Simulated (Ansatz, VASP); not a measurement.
**Two plane-wave programs on W**

File INCAR:

```
SYSTEM = W
PREC = Accurate
ENCUT = 520
EDIFF = 1E-6
ISMEAR = 0
SIGMA = 0.15
LREAL = .FALSE.
LASPH = .TRUE.
NELM = 60
ALGO = Fast
ISIF = 2
LWAVE = .FALSE.
LCHARG = .FALSE.
GGA = PE
NBANDS = 13
```

KPOINTS

```
Automatic mesh
0
G
  20 20 20
  0 0 0
```

The input POSCAR:

```
W
1.0
   -1.5973000000      1.5973000000      1.6771650000
    1.5973000000     -1.5973000000      1.6771650000
    1.5973000000      1.5973000000     -1.6771650000
W
1
Direct
    0.0000000000      0.0000000000      0.0000000000
```

Input for Ansatz:

```yaml
crystal:
  lattice:
    - [-1.5973, 1.5973, 1.677165]
    - [1.5973, -1.5973, 1.677165]
    - [1.5973, 1.5973, -1.677165]
  atoms:
    - { symbol: W, position: [0.0, 0.0, 0.0] }
basis:
  ecutwfc: 420
kpoints:
  mp_grid: { grid: [20, 20, 20] }
hamiltonian:
  xc: pbe
scf:
  occupations: { method: gaussian, width: 0.15 }
output:
  forces: true
  stress: true
  eigenvalues: true
```

Change from the starting cell: strain +0.000 along x and y, +0.050 along z, atoms carried along.

Alike in both runs: task single point; functional PBE; k mesh 20 × 20 × 20; occupations gaussian, width 0.15 eV; no spin polarisation.

|  | VASP | Ansatz |
| --- | --- | --- |
| version | VASP 6.6.1 | Ansatz 0.2.0 |
| potentials or method | VASP PAW PBE potentials, release 64 (W_sv), cutoff 520 eV | scalar-relativistic, plane waves, PAW |
| valence electrons in the cell | 14 | 14 |

```tsv
	VASP	Ansatz	Ansatz less VASP
gap on the k mesh at the Fermi level (eV)	none	none	-
pressure (GPa)	-15.2	-15.5	-0.27
traceless stress, the component that is largest in VASP (GPa)	-8.70	-8.71	-0.013
```

A gap of «none» marks a metal or a gap that the smearing closes.

Spin-orbit coupling is off throughout.
